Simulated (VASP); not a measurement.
# ZnS (F-43m) in VASP: settings compared

The runs below take ZnS through single point, with PBE-based global hybrid with 20 % exact exchange, PBE-based screened hybrid with 25 % exact exchange, r2SCAN50, PBE-based global hybrid with 35 % exact exchange, PBE-based global hybrid with 10 % exact exchange.

Program: VASP 6.6.1. These are calculated values, not measurements. Logs are shortened: lines on timing, memory, paths and dates and some standing lists are left out, and cuts for length are marked.

### 1 The cell of the first run

It takes space group F-43m (No. 216, cubic). The conventional cell has a = 5.409 Å, b = 5.409 Å, c = 5.409 Å, α = 90.00°, β = 90.00°, γ = 90.00°. Zn (site symmetry -43m) has 4 S at 2.34 Å within 3.1 Å. S (site symmetry -43m) has 4 Zn at 2.34 Å within 3.1 Å.

### 2 Single point, PBE-based global hybrid with 20 % exact exchange

File POSCAR:

```
ZnS
1.0
    0.0000000000      2.7046490548      2.7046490548
    2.7046490548      0.0000000000      2.7046490548
    2.7046490548      2.7046490548      0.0000000000
Zn S
1 1
Direct
    0.0000000000      0.0000000000      0.0000000000
    0.7500000000      0.7500000000      0.7500000000
```

File INCAR.step1:

```
PREC     = Accurate       # precision mode
ENCUT    = 520            # plane-wave cutoff, eV
EDIFF    = 1E-5           # SCF threshold, eV
ISMEAR   = 0              # smearing method
SIGMA    = 0.05           # smearing width, eV
LREAL    = False          # projectors in reciprocal space
LASPH    = True           # aspherical terms in the spheres
NELM     = 100            # most SCF steps
ALGO     = Normal         # electronic algorithm
ISIF     = 2              # what is computed and relaxed
LWAVE    = True           # write WAVECAR
LCHARG   = False          # write CHGCAR
GGA      = PE             # functional
NBANDS   = 16             # bands
```

File INCAR.step2:

```
PREC     = Accurate       # precision mode
ENCUT    = 520            # plane-wave cutoff, eV
EDIFF    = 1E-7           # SCF threshold, eV
ISMEAR   = 0              # smearing method
SIGMA    = 0.05           # smearing width, eV
LREAL    = False          # projectors in reciprocal space
LASPH    = True           # aspherical terms in the spheres
NELM     = 100            # most SCF steps
ALGO     = Normal         # electronic algorithm
ISIF     = 2              # what is computed and relaxed
LWAVE    = False          # write WAVECAR
LCHARG   = False          # write CHGCAR
GGA      = PE             # functional
LHFCALC  = True           # exact exchange
AEXX     = 0.2            # exact-exchange fraction
PRECFOCK = Normal       
ISTART   = 1            
NBANDS   = 16             # bands
```

File KPOINTS:

```
Automatic mesh
0
Gamma
  4 4 4
```

Potentials or basis: VASP PAW PBE potentials, release 64 (Zn, S).

Command:

```
cat potpaw_PBE.64/Zn/POTCAR potpaw_PBE.64/S/POTCAR > POTCAR
cp INCAR.step1 INCAR
mpirun -np 1 vasp_std > vasp.out
cp INCAR.step2 INCAR
mpirun -np 1 vasp_std > vasp.out
```

OUTCAR:

```text
PREC = Accurate
   ENCUT = 520
   EDIFF = 1E-7
   ISMEAR = 0
   LREAL = False
   LASPH = True
   NELM = 100
   ISIF = 2
   GGA = PE
   LHFCALC = True
   AEXX = 0.2
   PRECFOCK = Normal
   ISTART = 1

 ion  position               nearest neighbor table
   1  0.000  0.000  0.000-   2 2.34   2 2.34   2 2.34   2 2.34
   2  0.750  0.750  0.750-   1 2.34   1 2.34   1 2.34   1 2.34

  LATTYP: Found a face centered cubic cell.
 ALAT       =     5.4092981096

  Lattice vectors:

 A1 = (   0.0000000000,   2.7046490548,   2.7046490548)
 A2 = (   2.7046490548,   0.0000000000,   2.7046490548)
 A3 = (   2.7046490548,   2.7046490548,   0.0000000000)

Analysis of symmetry for initial positions (statically):
=====================================================================
 Subroutine PRICEL returns:
 Original cell was already a primitive cell.

 Routine SETGRP: Setting up the symmetry group for a
 face centered cubic supercell.

 Subroutine GETGRP returns: Found 24 space group operations
 (whereof 24 operations were pure point group operations)
 out of a pool of 48 trial point group operations.

The static configuration has the point symmetry T_d .

Analysis of symmetry for dynamics (positions and initial velocities):
=====================================================================
 Subroutine PRICEL returns:
 Original cell was already a primitive cell.

 Routine SETGRP: Setting up the symmetry group for a
 face centered cubic supercell.

 Subroutine GETGRP returns: Found 24 space group operations
 (whereof 24 operations were pure point group operations)
 out of a pool of 48 trial point group operations.

The dynamic configuration has the point symmetry T_d .

 Subroutine INISYM returns: Found 24 space group operations
 (whereof 24 operations are pure point group operations),
 and found     1 'primitive' translations

----------------------------------------------------------------------------------------

                                     Primitive cell

  volume of cell :      39.5697

  direct lattice vectors                    reciprocal lattice vectors
     0.000000000  2.704649055  2.704649055    -0.184866868  0.184866868  0.184866868
     2.704649055  0.000000000  2.704649055     0.184866868 -0.184866868  0.184866868
     2.704649055  2.704649055  0.000000000     0.184866868  0.184866868 -0.184866868

  length of vectors
     3.824951375  3.824951375  3.824951375     0.320198808  0.320198808  0.320198808

  position of ions in fractional coordinates (direct lattice)
     0.000000000  0.000000000  0.000000000
     0.750000000  0.750000000  0.750000000

  ion indices of the primitive-cell ions
   primitive index   ion index
                 1           1
                 2           2

----------------------------------------------------------------------------------------

 KPOINTS: Automatic mesh

Automatic generation of k-mesh.
 Grid dimensions read from file:
 generate k-points for:    4    4    4

 Generating k-lattice:

  Cartesian coordinates                     Fractional coordinates (reciprocal lattice)
    -0.046216717  0.046216717  0.046216717     0.250000000  0.000000000  0.000000000
     0.046216717 -0.046216717  0.046216717     0.000000000  0.250000000  0.000000000
     0.046216717  0.046216717 -0.046216717     0.000000000  0.000000000  0.250000000

  Length of vectors
     0.080049702  0.080049702  0.080049702

  Shift w.r.t. Gamma in fractional coordinates (k-lattice)
     0.000000000  0.000000000  0.000000000

 Subroutine IBZKPT returns following result:
 ===========================================

 Found      8 irreducible k-points:

 Following reciprocal coordinates:
            Coordinates               Weight
  0.000000  0.000000  0.000000      1.000000
  0.250000  0.000000  0.000000      8.000000
  0.500000  0.000000  0.000000      4.000000
  0.250000  0.250000  0.000000      6.000000
  0.500000  0.250000  0.000000     24.000000
 -0.250000  0.250000  0.000000     12.000000
  0.500000  0.500000  0.000000      3.000000
 -0.250000  0.500000  0.250000      6.000000
   k-points           NKPTS =      8   k-points in BZ     NKDIM =     64   number of bands    NBANDS=     16
   number of dos      NEDOS =    301   number of ions     NIONS =      2
   total plane-waves  NPLWV =  21952
   dimension x,y,z NGX =    28 NGY =   28 NGZ =   28
   dimension x,y,z NGXF=    56 NGYF=   56 NGZF=   56
   ions per type =               1   1
   NGX,Y,Z   is equivalent  to a cutoff of  12.17, 12.17, 12.17 a.u.
   NGXF,Y,Z  is equivalent  to a cutoff of  24.34, 24.34, 24.34 a.u.
 SYSTEM =  unknown system
   PREC   = accura    normal or accurate (medium, high low for compatibility)
   ISTART =      1    job   : 0-new  1-cont  2-samecut
   ICHARG =      0    charge: 1-file 2-atom 10-const
   ISPIN  =      1    spin polarized calculation?
   LNONCOLLINEAR =      F non collinear calculations
   LSORBIT =      F    spin-orbit coupling
   LASPH  =      T    aspherical Exc in radial PAW
   ENCUT  =  520.0 eV  38.22 Ry    6.18 a.u.   7.11  7.11  7.11*2*pi/ulx,y,z
   NELM   =    100;   NELMIN=  2; NELMDL=  0     # of ELM steps
   EDIFF  = 0.1E-06   stopping-criterion for ELM
   LREAL  =      F    real-space projection
   EDIFFG = 0.1E-05   stopping-criterion for IOM
   NSW    =      0    number of steps for IOM
   IBRION =     -1    ionic relax: 0-MD 1-quasi-New 2-CG
   NFREE  =      0    steps in history (QN), initial steepest desc. (CG)
   ISIF   =      2    stress and relaxation
   ISYM   =      3    0-nonsym 1-usesym 2-fastsym
   POTIM  = 0.5000    time-step for ionic-motion
   TEBEG  =    0.0;   TEEND  =   0.0 temperature during run
   PSTRESS=    0.0 pullay stress
   NELECT =      18.0000    total number of electrons
   NUPDOWN=      -1.0000    fix difference up-down
   EMIN   =  10.00;   EMAX   =-10.00  energy-range for DOS
   EFERMI =   0.00;   METHOD = LEGACY
   ISMEAR =     0;   SIGMA  =   0.05  broadening in eV -4-tet -1-fermi 0-gaus
   EFERMI_NEDOS =   21; number of points for ismear=-14 and -15
   IALGO  =     38    algorithm
   IMIX   =      1    mixing-type and parameters
     AMIX     =   0.40;   BMIX     =  1.00
     AMIX_MAG =   1.60;   BMIX_MAG =  1.00
  volume/ion in A,a.u.               =      19.78       133.51
  Fermi-wavevector in a.u.,A,eV,Ry     =   1.259055  2.379269 21.568225  1.585220
  Thomas-Fermi vector in A             =   2.392634
   LORBIT       =      0    0 simple, 1 ext, 2 COOP (PROOUT), +10 PAW based schemes
   GGA     = PE    functional components
   LHFCALC =     T    Hartree Fock is set to
   PRECFOCK=normal    Normal, Fast or Accurate (Low or Medium for compatibility)
   ENCUT4O =  -1.0   cutoff for four orbital integrals eV
   NKREDX  =     1    reduce k-point grid by
   NKREDY  =     1    reduce k-point grid by
   NKREDZ  =     1    reduce k-point grid by
   AEXX    =    0.2000 exact exchange contribution
   HFSCREEN=    0.0000 screening length (either q_TF or 0.3 A-1)
   HFSCREENC=   0.0000 screening length for correlation (either q_TF or 0.3 A-1)
   ENCUTFOCK=  -1.0 apply spherical cutoff to Coloumb kernel
   IVDW    =     0    specifies the selected vdW correction
   LEPSILON=     F    determine dielectric tensor
   LRPA    =     F    only Hartree local field effects (RPA)
 non-spin polarized calculation
 Gauss-broadening in eV      SIGMA  =   0.05
  energy-cutoff  :      520.00
  volume of cell :       39.57
 maximum number of plane-waves:      1090
  NGX = 24; NGY = 24; NGZ = 24

 number of electron      17.9999998 magnetization

 Free energy of the ion-electron system (eV)
  ---------------------------------------------------
  ext. energy  EPLUGINS =         0.00000000
  ---------------------------------------------------
  free energy    TOTEN  =        -8.49182695 eV

  energy without entropy =       -8.49182695  energy(sigma->0) =       -8.49182695

 E-fermi :   1.4877     XC(G=0):  -7.9813

 val. band max:        1.1980853566   @ k =   0.0000   0.0000   0.0000
 cond. band min:       4.8605642445   @ k =   0.0000   0.0000   0.0000
 fundamental gap:      3.6624788879
 Fermi energy:         1.4876893210

 k-point     1 :       0.0000    0.0000    0.0000
  band No.  band energies     occupation
      1     -12.8950      2.00000
      2      -6.3673      2.00000
      3      -6.3673      2.00000
      4      -6.3673      2.00000
      5      -5.9171      2.00000
      6      -5.9171      2.00000
[... 8 lines left out ...]
     15      14.7311      0.00000
     16      14.8485      0.00000

 k-point     2 :       0.2500    0.0000    0.0000
  band No.  band energies     occupation
      1     -12.4484      2.00000
      2      -6.3041      2.00000
      3      -6.3041      2.00000
      4      -6.2609      2.00000
      5      -5.9162      2.00000
      6      -5.9162      2.00000
[... 8 lines left out ...]
     15      13.8719      0.00000
     16      15.0382      0.00000

 k-point     3 :       0.5000    0.0000    0.0000
  band No.  band energies     occupation
      1     -11.9192      2.00000
      2      -6.2589      2.00000
      3      -6.2589      2.00000
      4      -5.8915      2.00000
      5      -5.8915      2.00000
      6      -5.6896      2.00000
[... 8 lines left out ...]
     15      16.5061      0.00000
     16      16.5061      0.00000

 k-point     4 :       0.2500    0.2500    0.0000
  band No.  band energies     occupation
      1     -12.2993      2.00000
      2      -6.3420      2.00000
      3      -6.2293      2.00000
      4      -6.2293      2.00000
      5      -5.9492      2.00000
      6      -5.8832      2.00000
[... 8 lines left out ...]
     15      15.5506      0.00000
     16      18.8856      0.00000

 k-point     5 :       0.5000    0.2500    0.0000
  band No.  band energies     occupation
      1     -11.7691      2.00000
      2      -6.2445      2.00000
      3      -6.1567      2.00000
      4      -6.0335      2.00000
      5      -5.8789      2.00000
      6      -5.6948      2.00000
[... 8 lines left out ...]
     15      16.6386      0.00000
     16      18.0335      0.00000

 k-point     6 :      -0.2500    0.2500    0.0000
  band No.  band energies     occupation
      1     -11.9463      2.00000
      2      -6.2410      2.00000
      3      -6.2202      2.00000
      4      -6.0198      2.00000
      5      -5.9319      2.00000
      6      -5.8272      2.00000
[... 8 lines left out ...]
     15      16.3467      0.00000
     16      17.8028      0.00000

 k-point     7 :       0.5000    0.5000    0.0000
  band No.  band energies     occupation
      1     -11.5946      2.00000
      2      -6.2748      2.00000
      3      -6.0550      2.00000
      4      -6.0550      2.00000
      5      -5.8492      2.00000
      6      -5.6565      2.00000
[... 8 lines left out ...]
     15      16.8232      0.00000
     16      17.6260      0.00000

 k-point     8 :      -0.2500    0.5000    0.2500
  band No.  band energies     occupation
      1     -11.5897      2.00000
      2      -6.2047      2.00000
      3      -6.1227      2.00000
      4      -5.9596      2.00000
      5      -5.9378      2.00000
      6      -5.4859      2.00000
[... 8 lines left out ...]
     15      17.1025      0.00000
     16      17.8971      0.00000

------------------------ aborting loop because EDIFF is reached ----------------------------------------

  FORCE on cell =-STRESS in cart. coord.  units (eV):
  Direction    XX          YY          ZZ          XY          YZ          ZX
  --------------------------------------------------------------------------------------
  -------------------------------------------------------------------------------------
  Total        0.2110364      0.2110364      0.2110364      0.0000000      0.0000000     -0.0000000
  in kB        8.5448641      8.5448641      8.5448641      0.0000000      0.0000000     -0.0000000
  external PRESSURE =       8.5448641 kB  Pullay stress =       0.0000000 kB

 VOLUME and BASIS-vectors are now :
 -----------------------------------------------------------------------------
  energy-cutoff  :      520.00
  volume of cell :       39.57
      direct lattice vectors                 reciprocal lattice vectors
     0.000000000  2.704649055  2.704649055    -0.184866868  0.184866868  0.184866868
     2.704649055  0.000000000  2.704649055     0.184866868 -0.184866868  0.184866868
     2.704649055  2.704649055  0.000000000     0.184866868  0.184866868 -0.184866868

 POSITION                                       TOTAL-FORCE (eV/Angst)
 -----------------------------------------------------------------------------------
      0.00000      0.00000      0.00000        -0.000000     -0.000000     -0.000000
      4.05697      4.05697      4.05697         0.000000      0.000000      0.000000
 -----------------------------------------------------------------------------------
    total drift:                               -0.000012     -0.000016     -0.000007

  FREE ENERGIE OF THE ION-ELECTRON SYSTEM (eV)
  ---------------------------------------------------
  free  energy   TOTEN  =        -8.4918269509 eV

  energy  without entropy=       -8.4918269509  energy(sigma->0) =       -8.49182695
```

It took 4.9 min on 1 thread of AMD EPYC 9R45 (Zen 5), shared host; peak memory 0.13 GiB.

Results:

* Free energy: -8.4918 eV
* Pressure: 0.9 GPa
* Band gap on the k mesh: 3.66 eV

Levels at points of the mesh, in eV from the valence-band top:
```tsv
k point	band 5	band 6	band 7	band 8	band 9	band 10	band 11	band 12	band 13	band 14
(0.00, 0.00, 0.00)	-7.12	-7.12	0.00	0.00	0.00	3.66	8.03	8.03	8.03	13.53
(0.50, 0.00, 0.00)	-7.09	-6.89	-5.56	-0.91	-0.91	4.89	8.54	8.54	10.54	13.91
(0.50, 0.50, 0.00)	-7.05	-6.85	-4.93	-2.33	-2.33	4.77	5.62	12.83	13.95	13.95
```

Caveat: the k points lie up to 0.50 Å⁻¹ apart; the PAW data sets were made with another functional, which shifts forces and pressure a little.

### 3 Single point, PBE-based screened hybrid with 25 % exact exchange

POSCAR is that of step 2.

File INCAR.step1:

```
PREC = Accurate
ENCUT = 520
EDIFF = 1E-5
ISMEAR = 0
SIGMA = 0.05
LREAL = F
LASPH = T
NELM = 80
ALGO = Normal
ISIF = 2
LWAVE = T
LCHARG = F
NBANDS = 16
GGA = PE
```

File INCAR.step2:

```
PREC = Accurate
ENCUT = 520
EDIFF = 1E-7
ISMEAR = 0
SIGMA = 0.05
LREAL = F
LASPH = T
NELM = 80
ALGO = Normal
ISIF = 2
LWAVE = F
LCHARG = F
GGA = PE
LHFCALC = T
AEXX = 0.25
HFSCREEN = 0.4
PRECFOCK = Normal
NBANDS = 16
ISTART = 1
```

KPOINTS is that of step 2.

Potentials or basis: VASP PAW PBE potentials, release 64 (Zn, S).

Command:

```
cat potpaw_PBE.64/Zn/POTCAR potpaw_PBE.64/S/POTCAR > POTCAR
cp INCAR.step1 INCAR
mpirun -np 1 vasp_std > vasp.out
cp INCAR.step2 INCAR
mpirun -np 1 vasp_std > vasp.out
```

It took 5.6 min on 1 thread of AMD EPYC 9R45 (Zen 5), shared host; peak memory 0.23 GiB.

Results (log left out):

```
Free energy            : -7.8985 eV
Pressure               : 1.3 GPa
Band gap on the k mesh : 2.93 eV
```

Levels at points of the mesh, in eV from the valence-band top:
```csv
k point,band 5,band 6,band 7,band 8,band 9,band 10,band 11,band 12,band 13,band 14
"(0.00, 0.00, 0.00)",-7.26,-7.26,0.00,0.00,0.00,2.93,7.25,7.25,7.25,12.70
"(0.50, 0.00, 0.00)",-7.23,-7.03,-5.43,-0.89,-0.89,4.13,7.74,7.74,9.75,13.14
"(0.50, 0.50, 0.00)",-7.19,-6.98,-4.85,-2.28,-2.28,4.01,4.85,12.04,13.16,13.16
```

Caveat: the k points lie up to 0.50 Å⁻¹ apart; the PAW data sets were made with another functional, which shifts forces and pressure a little.

### 4 Single point, r2SCAN50

POSCAR is that of step 3.

File INCAR.step1:

```
SYSTEM = ZnS
  PREC = Accurate
  ENCUT = 520
  EDIFF = 1E-5
  ISMEAR = 0
  SIGMA = 0.05
  LREAL = .FALSE.
  LASPH = .TRUE.
  NELM = 60
  ALGO = Normal
  ISIF = 2
  LWAVE = .TRUE.
  NBANDS = 16
  GGA = PE
```

File INCAR.step2:

```
SYSTEM = ZnS
  PREC = Accurate
  ENCUT = 520
  EDIFF = 1E-6
  ISMEAR = 0
  SIGMA = 0.05
  LREAL = .FALSE.
  LASPH = .TRUE.
  NELM = 60
  ALGO = Normal
  ISIF = 2
  LWAVE = .FALSE.
  LCHARG = .TRUE.
  METAGGA = R2SCAN
  LHFCALC = .TRUE.
  AEXX = 0.5
  LMIXTAU = .TRUE.
  PRECFOCK = Normal
  LELF = .TRUE.
  LVHAR = .TRUE.
  NBANDS = 16
  ISTART = 1
```

File KPOINTS:

```
regular mesh
0
G
  4 4 4
  0 0 0
```

Command:

```
cat potpaw_PBE.64/Zn/POTCAR potpaw_PBE.64/S/POTCAR > POTCAR
cp INCAR.step1 INCAR
mpirun -np 1 vasp_std > vasp.out
cp INCAR.step2 INCAR
mpirun -np 1 vasp_std > vasp.out
```

Wall time 5 min (1 thread of AMD EPYC 9R45 (Zen 5), shared host); peak memory 0.14 GiB.

The run converged. Its results:

```
Free energy            : -17.4871 eV
Pressure               : -0.8 GPa
Band gap on the k mesh : 6.15 eV
```

Levels at points of the mesh, in eV from the valence-band top:
```csv
k point,band 6,band 7,band 8,band 9,band 10,band 11,band 12,band 13
"(0.00, 0.00, 0.00)",-9.23,0.00,0.00,0.00,6.15,10.66,10.66,10.66
"(0.50, 0.00, 0.00)",-8.95,-5.96,-0.96,-0.96,7.42,11.10,11.10,13.11
"(0.50, 0.50, 0.00)",-8.88,-5.37,-2.49,-2.49,6.91,8.06,15.85,17.16
```

Caveat: the k points lie up to 0.50 Å⁻¹ apart; the PAW data sets were made with another functional, which shifts forces and pressure a little.

### 5 Single point, PBE-based global hybrid with 35 % exact exchange

POSCAR is that of step 4.

File INCAR.step1:

```
SYSTEM = ZnS
PREC = Accurate ; ENCUT = 520
EDIFF = 1E-5 ; ISMEAR = 0
SIGMA = 0.05 ; LREAL = .FALSE.
LASPH = .TRUE. ; NELM = 100
ALGO = Normal ; ISIF = 2
LWAVE = .TRUE. ; GGA = PE
NBANDS = 16
```

File INCAR.step2:

```
SYSTEM = ZnS
PREC = Accurate ; ENCUT = 520
EDIFF = 1E-6 ; ISMEAR = 0
SIGMA = 0.05 ; LREAL = .FALSE.
LASPH = .TRUE. ; NELM = 100
ALGO = Normal ; ISIF = 2
LWAVE = .FALSE. ; LCHARG = .TRUE.
GGA = PE ; LHFCALC = .TRUE.
AEXX = 0.35 ; PRECFOCK = Normal
LELF = .TRUE. ; LVHAR = .TRUE.
ISTART = 1 ; NBANDS = 16
```

File KPOINTS:

```
Automatic mesh
0
G
  4 4 4
  0 0 0
```

Command:

```
cat potpaw_PBE.64/Zn/POTCAR potpaw_PBE.64/S/POTCAR > POTCAR
cp INCAR.step1 INCAR
mpirun -np 1 vasp_std > vasp.out
cp INCAR.step2 INCAR
mpirun -np 1 vasp_std > vasp.out
```

Run time: 4.4 min. Hardware: 1 thread of AMD EPYC 9R45 (Zen 5), shared host; peak memory 0.13 GiB.

Results (log left out):

```
Free energy            : -9.8299 eV
Pressure               : 0.2 GPa
Band gap on the k mesh : 4.87 eV
```

Levels at points of the mesh, in eV from the valence-band top:
```tsv
k point	band 7	band 8	band 9	band 10	band 11	band 12
(0.00, 0.00, 0.00)	0.00	0.00	0.00	4.87	9.29	9.29
(0.50, 0.00, 0.00)	-5.75	-0.93	-0.93	6.11	9.77	9.77
(0.50, 0.50, 0.00)	-5.15	-2.40	-2.40	5.82	6.80	14.25
```

Caveat: the k points lie up to 0.50 Å⁻¹ apart; the PAW data sets were made with another functional, which shifts forces and pressure a little.

[end of part 1 of 2]
